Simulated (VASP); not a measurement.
# B2As (C2/m) in VASP: notebook, part 2 of 2

VASP 6.6.1. The steps go on from the part before.

## 3. Relaxation of cell and atoms, PBE

INCAR reads:

```
SYSTEM = B2As
PREC = Accurate
ENCUT = 600
EDIFF = 1E-6
ISMEAR = 0
SIGMA = 0.1
LREAL = .False.
LASPH = .True.
NELM = 60
ALGO = Normal
ISIF = 3
LWAVE = .False.
LCHARG = .False.
GGA = PE
IBRION = 2
NSW = 90
EDIFFG = -0.04
```

KPOINTS reads:

```
regular mesh
0
Gamma
  6 6 6
  0 0 0
```

POSCAR reads:

```
B2As
1.0
    2.6159744300     -1.4740219300      0.0000000000
    2.6159744300      1.4740219300      0.0000000000
   -0.1084369300      0.0000000000      3.6473196700
B As
2 1
Direct
    0.3176870000      0.3176870000      0.6840320200
    0.6823130000      0.6823130000      0.3159679800
    0.0000000000      0.0000000000      0.0000000000
```

Potentials or basis: VASP PAW PBE potentials, release 64 (B, As).

The run is started by

```console
$ cat potpaw_PBE.64/B/POTCAR potpaw_PBE.64/As/POTCAR > POTCAR
$ mpirun -np 1 vasp_std > vasp.out
```

OUTCAR:

```text
SYSTEM = B2As
   PREC = Accurate
   ENCUT = 600
   EDIFF = 1E-6
   ISMEAR = 0
   LREAL = .False.
   LASPH = .True.
   NELM = 60
   ISIF = 3
   GGA = PE
   IBRION = 2
   NSW = 90
   EDIFFG = -0.04

 ion  position               nearest neighbor table
   1  0.318  0.318  0.684-   3 2.05   3 2.08   3 2.08   2 2.10   2 2.10
   2  0.682  0.682  0.316-   3 2.05   3 2.08   3 2.08   1 2.10   1 2.10
   3  0.000  0.000  0.000-   1 2.05   2 2.05   2 2.08   2 2.08   1 2.08   1 2.08

  LATTYP: Found a base centered monoclinic cell.
 ALAT       =     5.2319488600
 B/A-ratio  =     0.5634695481
 C/A-ratio  =     0.6974325166
 COS(beta)  =    -0.0297174494

  Lattice vectors:

 A1 = (   2.6159744300,  -1.4740219300,   0.0000000000)
 A2 = (   2.6159744300,   1.4740219300,   0.0000000000)
 A3 = (  -0.1084369300,   0.0000000000,   3.6473196700)

Analysis of symmetry for initial positions (statically):
=====================================================================
 Subroutine PRICEL returns:
 Original cell was already a primitive cell.

 Routine SETGRP: Setting up the symmetry group for a
 base centered monoclinic supercell.

 Subroutine GETGRP returns: Found  4 space group operations
 (whereof  4 operations were pure point group operations)
 out of a pool of  4 trial point group operations.

[... 350 lines left out ...]
--------------------------------------- Ionic step       28  -------------------------------------------

 number of electron      10.9999999 magnetization

 Free energy of the ion-electron system (eV)
  ---------------------------------------------------
  ext. energy  EPLUGINS =         0.00000000
  ---------------------------------------------------
  free energy    TOTEN  =       -16.58352158 eV

  energy without entropy =      -16.58006628  energy(sigma->0) =      -16.58179393

 E-fermi :   5.4405     XC(G=0): -10.7454

 val. band max:        5.4100121568   @ k =  -0.3333   0.3333   0.0000
 cond. band min:       5.4589926658   @ k =   0.1667   0.0000   0.0000
 fundamental gap:      0.0489805090
 Fermi energy:         5.4404742017

 k-point     1 :       0.0000    0.0000    0.0000
  band No.  band energies     occupation
      1      -9.2114      2.00000
      2      -0.0714      2.00000
      3       0.8658      2.00000
      4       1.8418      2.00000
      5       3.4611      2.00000
      6       7.5102      0.00000
      7       8.0974      0.00000
      8      10.1280      0.00000
      9      11.6939      0.00000
[... 265 lines left out ...]
 k-point    24 :      -0.1667    0.1667    0.1667
  band No.  band energies     occupation
      1      -7.5653      2.00000
      2      -0.9553      2.00000
      3      -0.1493      2.00000
      4       1.4482      2.00000
      5       3.0148      2.00000
      6       4.3530      2.00000
      7       7.8446      0.00000
      8       9.0801      0.00000
      9      11.5698      0.00000

 [... further k-points ...]

------------------------ aborting loop because EDIFF is reached ----------------------------------------

  FORCE on cell =-STRESS in cart. coord.  units (eV):
  Direction    XX          YY          ZZ          XY          YZ          ZX
  --------------------------------------------------------------------------------------
  -------------------------------------------------------------------------------------
  Total       -0.0263867     -0.0405829     -0.0075251      0.0000000      0.0000000     -0.0000878
  in kB       -1.1618101     -1.7868691     -0.3313319      0.0000000      0.0000000     -0.0038670
  external PRESSURE =      -1.0933370 kB  Pullay stress =       0.0000000 kB
[... 18 lines left out ...]
  FREE ENERGIE OF THE ION-ELECTRON SYSTEM (eV)
  ---------------------------------------------------
  free  energy   TOTEN  =       -16.5835215779 eV

  energy  without entropy=      -16.5800662771  energy(sigma->0) =      -16.58179393

 reached required accuracy - stopping structural energy minimisation
```

OSZICAR:

```text
N       E                     dE             d eps       ncg     rms          rms(c)
DAV:   1     0.232950189158E+02    0.23295E+02   -0.57778E+03  1224   0.118E+03
DAV:   2    -0.134740843983E+02   -0.36769E+02   -0.35728E+02  1920   0.165E+02
DAV:   3    -0.143180083615E+02   -0.84392E+00   -0.80484E+00  1446   0.230E+01
[... 218 lines left out ...]
       N       E                     dE             d eps       ncg     rms          rms(c)
DAV:   1    -0.165835427994E+02   -0.31726E-03   -0.12998E-02  1260   0.106E+00    0.312E-02
DAV:   2    -0.165835303664E+02    0.12433E-04   -0.15017E-04  1793   0.102E-01    0.181E-02
DAV:   3    -0.165835213781E+02    0.89883E-05   -0.24298E-05  1344   0.333E-02    0.298E-03
DAV:   4    -0.165835215779E+02   -0.19985E-06   -0.14562E-06   997   0.989E-03
  28 F= -.16583522E+02 E0= -.16581794E+02  d E =-.296992E-03
```

Run time: 5.7 min. Hardware: 1 thread of Intel Xeon 8259CL, shared host; peak memory 0.18 GiB.

Results:

* Free energy: -16.5835 eV
* Relaxed volume: 12.13 Å³/atom
* Relaxed cell: a = 3.829 Å, b = 3.829 Å, c = 3.414 Å, α = 88.89°, β = 88.89°, γ = 46.63°
* Space group after relaxing (to 0.1 Å): C2/m (No. 12)
* Energy gained by relaxing: 864.0 meV/atom
* Ionic steps: 28
* Pressure after relaxing: -0.1 GPa
* Largest force after relaxing: 0.030 eV/Å
* Band gap on the k mesh: zero (an odd number of electrons rules out a gap without spin polarisation)

Forces on the atoms (eV/Å):
```
B    0.008  0.000 -0.029
B   -0.008  0.000  0.029
As   0.000  0.000  0.000
```

Stress tensor (GPa, compression positive):
```
-0.12  0.00  0.00
 0.00 -0.18  0.00
 0.00  0.00 -0.03
```

Step by step:
```tsv
step	energy change (eV)	largest force (eV/Å)	pressure (GPa)	volume (Å³)
1	0.0000	3.5027	27.51	28.13
2	-0.8391	1.6031	-15.97	35.18
3	-0.8580	1.7692	-11.89	33.85
4	-1.3956	1.4573	-4.12	31.98
5	-1.5211	0.7732	8.79	30.53
6	-1.5304	0.8977	5.17	30.87
7	-1.6720	0.9409	4.28	31.79
8	-1.6985	1.0765	3.95	32.49
9	-1.8543	1.1241	-2.15	34.32
10	-1.9923	0.7941	-10.64	37.56
11	-2.0754	0.6283	-10.91	37.82
12	-2.2345	0.6047	-11.62	38.55
13	-2.2446	0.9792	-11.91	38.81
14	-2.3819	0.8847	-8.12	37.71
15	-2.5130	0.6234	2.54	35.24
16	-2.5139	0.6501	1.56	35.44
17	-2.5329	0.4736	1.23	35.56
18	-2.5548	0.2770	0.83	35.93
19	-2.5677	0.2374	-0.07	36.18
20	-2.5758	0.1859	-1.29	36.55
21	-2.5813	0.1627	-0.21	36.32
22	-2.5837	0.1535	1.06	36.06
23	-2.5883	0.1037	0.84	36.13
24	-2.5911	0.0421	0.51	36.23
25	-2.5912	0.0418	0.45	36.25
26	-2.5918	0.0570	-0.21	36.41
27	-2.5918	0.0579	-0.23	36.42
28	-2.5921	0.0302	-0.11	36.39
```

Final structure:
```
B As
1.0
     3.51492   -1.51576    0.11178
     3.51492    1.51576    0.11178
    -0.03666    0.00000    3.41378
B As
2 1
Direct
  0.20571 0.20571 0.52360
  0.79429 0.79429 0.47640
  0.00000 0.00000 0.00000
```

Caveat: the k points lie up to 0.38 Å⁻¹ apart in the final cell, too coarse for converged energies and pressures of a metal; the volume moved by over 15 % at a fixed basis, so the end points are rough.
